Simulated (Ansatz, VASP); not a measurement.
One calculation of CdHg5Se6, two programs

```
Cd Hg Se
1.0
     4.42230    0.00000    0.00000
     0.00000    4.42230    0.00000
     0.00000    0.00000   18.72355
Cd Hg Se
1 5 6
Direct
  0.00000 0.00000 0.50000
  0.00000 0.00000 0.83264
  0.50000 0.50000 0.00000
  0.00000 0.00000 0.16736
  0.50000 0.50000 0.33462
  0.50000 0.50000 0.66538
  0.50000 0.00000 0.08367
  0.00000 0.50000 0.25097
  0.50000 0.00000 0.41840
  0.00000 0.50000 0.58161
  0.50000 0.00000 0.74903
  0.00000 0.50000 0.91633
```

Alike in both runs: functional PBE; k mesh 8 × 8 × 2; occupations gaussian, width 0.1 eV; no spin polarisation.

Ansatz relaxed the structure, and its values are those at the end. VASP's run is a single point on that final structure, the one shown.

|  | VASP | Ansatz |
| --- | --- | --- |
| version | VASP 6.6.1 | Ansatz 0.2.0 |
| potentials or method | VASP PAW PBE potentials, release 64 (Cd, Hg, Se), cutoff 520 eV | scalar-relativistic, plane waves, PAW |
| valence electrons in the cell | 108 | 216 |

VASP gave:

| Quantity | Value |
| --- | --- |
| gap on the k mesh at the Fermi level (eV) | none |
| pressure (GPa) | 0.2 |

**Question.** Which values does Ansatz return?

**Answer.** gap on the k mesh at the Fermi level (eV): none; pressure (GPa): 0.0.

A gap of «none» marks a metal or a gap that the smearing closes. With one functional, cell and mesh, what is left measures potentials, basis and numerics. VASP's potentials hold 108 valence electrons a cell and Ansatz's 216, so a difference there can come from the potentials and not from the codes.

Spin-orbit coupling is off throughout.
